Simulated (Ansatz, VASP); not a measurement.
## One calculation of GaSi3, two programs

```xyz
8
Lattice="5.5137 0.0000 0.0000 -2.7568 4.7750 0.0000 0.0000 0.0000 4.7659" Properties=species:S:1:pos:R:3 pbc="T T T"
Ga    0.0000    3.1833    1.1915
Ga    2.7568    1.5917    3.5745
Si    2.7568    3.2409    1.1915
Si   -1.4283    4.0079    3.5745
Si    1.3285    0.7670    1.1915
Si    0.0000    1.5341    3.5745
Si    4.1851    0.7670    1.1915
Si    1.4283    4.0079    3.5745
```

Alike in both runs: functional PBE; k mesh 12 × 12 × 8; occupations gaussian, width 0.1 eV; no spin polarisation.

Ansatz relaxed the structure, and its values are those at the end. VASP's run is a single point on that final structure, the one shown.

```csv
,VASP,Ansatz
version,VASP 6.6.1,Ansatz 0.2.0
potentials or method,"VASP PAW PBE potentials, release 64 (Ga_d, Si), cutoff 520 eV","scalar-relativistic, plane waves, PAW"
valence electrons in the cell,50,50
```

|  | VASP | Ansatz | Ansatz less VASP |
| --- | --- | --- | --- |
| gap on the k mesh at the Fermi level (eV) | none | none | - |
| pressure (GPa) | 0.0 | 0.0 | -0.04 |

A gap of «none» marks a metal or a gap that the smearing closes.
